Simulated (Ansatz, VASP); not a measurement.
**Two plane-wave programs on TeMo2**

Contents of INCAR:

```
SYSTEM = TeMo2
PREC     = Accurate       ! precision mode
ENCUT    = 500            ! plane-wave cutoff, eV
EDIFF    = 1E-6           ! SCF threshold, eV
ISMEAR   = 0              ! smearing method
SIGMA    = 0.1            ! smearing width, eV
LREAL    = .FALSE.        ! projectors in reciprocal space
LASPH    = .TRUE.         ! aspherical terms in the spheres
NELM     = 120            ! most SCF steps
ALGO     = Normal         ! electronic algorithm
ISIF     = 2              ! what is computed and relaxed
LWAVE    = .FALSE.        ! write WAVECAR
LCHARG   = .TRUE.         ! write CHGCAR
GGA      = PE             ! functional
LELF     = .TRUE.         ! ELF
LVHAR    = .TRUE.       
NBANDS   = 24             ! bands
GGA_COMPAT= .FALSE.
```

File KPOINTS:

```
Automatic mesh
0
G
  6 6 4
  0 0 0
```

The input POSCAR:

```
TeMo2
1.0
    3.2282600478      0.0000000000      0.0000000000
   -1.6141300239      2.7957552114      0.0000000000
    0.0000000000      0.0000000000      6.4192064729
Te Mo
1 2
Direct
    0.0000000000      0.0000000000      0.5000000000
    0.6666666667      0.3333333333      0.8687828987
    0.3333333333      0.6666666667      0.1312171013
```

Input for Ansatz:

```yaml
crystal:
  lattice:
    - [3.2282600478, 0.0, 0.0]
    - [-1.6141300239, 2.7957552114, 0.0]
    - [0.0, 0.0, 6.4192064729]
  atoms:
    - { symbol: Te, position: [0.0, 0.0, 0.5] }
    - { symbol: Mo, position: [0.6666666667, 0.3333333333, 0.8687828987] }
    - { symbol: Mo, position: [0.3333333333, 0.6666666667, 0.1312171013] }
basis:
  ecutwfc: 420
kpoints:
  mp_grid: { grid: [6, 6, 4] }
hamiltonian:
  xc: pbe
scf:
  occupations: { method: gaussian, width: 0.1 }
  lower_state_search: "off"
output:
  forces: true
  stress: true
  eigenvalues: true
```

Change from the starting cell: species swapped into the BaSn2 type (P-3m1, No. 164).

Alike in both runs: task single point; functional PBE; k mesh 6 × 6 × 4; occupations gaussian, width 0.1 eV; no spin polarisation.

```csv
,VASP,Ansatz
version,VASP 6.6.1,Ansatz 0.2.0
potentials or method,"VASP PAW PBE potentials, release 64 (Te, Mo_sv), cutoff 500 eV","scalar-relativistic, plane waves, PAW"
valence electrons in the cell,34,44
```

VASP gave:

| Quantity | Value |
| --- | --- |
| gap on the k mesh at the Fermi level (eV) | none |
| pressure (GPa) | 1.1 |
| traceless stress, the component that is largest in VASP (GPa) | 0.22 |
| rms of the force components (eV/Å) | 0.092 |

Problem. Estimate Ansatz's values.

Solution. gap on the k mesh at the Fermi level (eV): none; pressure (GPa): 0.8; traceless stress, the component that is largest in VASP (GPa): 0.14; rms of the force components (eV/Å): 0.070.

Atom by atom the forces differ by 0.022 eV/Å (rms over components). A gap of «none» marks a metal or a gap that the smearing closes. VASP's potentials hold 34 valence electrons a cell and Ansatz's 44, so a difference there can come from the potentials and not from the codes.

The k mesh is coarse, so the values compare programs but aren't converged. Neither program's run includes spin-orbit coupling.
